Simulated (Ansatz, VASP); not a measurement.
**Al3C4 in VASP and in Ansatz**

```
Al C
1.0
     4.13960    0.00000    0.00000
     0.00000    4.13960    0.00000
     0.00000    0.00000    4.78331
Al C
3 4
Direct
  0.00000 0.00000 0.25995
  0.00000 0.00000 0.74005
  0.50000 0.50000 0.00000
  0.32038 0.32038 0.50000
  0.67962 0.67962 0.50000
  0.67962 0.32038 0.50000
  0.32038 0.67962 0.50000
```

Alike in both runs: functional PBE; k mesh 4 × 4 × 4; occupations gaussian, width 0.1 eV; no spin polarisation.

Ansatz relaxed the structure, and its values are those at the end. VASP's run is a single point on that final structure, the one shown.

|  | VASP | Ansatz |
| --- | --- | --- |
| version | VASP 6.6.1 | Ansatz 0.2.0 |
| potentials or method | VASP PAW PBE potentials, release 64 (Al, C), cutoff 520 eV | scalar-relativistic, plane waves, PAW |
| valence electrons in the cell | 25 | 25 |

```csv
,VASP,Ansatz,Ansatz less VASP
gap on the k mesh at the Fermi level (eV),none,none,-
pressure (GPa),0.2,0.0,-0.17
rms of the force components (eV/Å),0.039,0.001,-0.0382
```

A gap of «none» marks a metal or a gap that the smearing closes.

The k mesh is coarse, so the values compare programs but aren't converged.
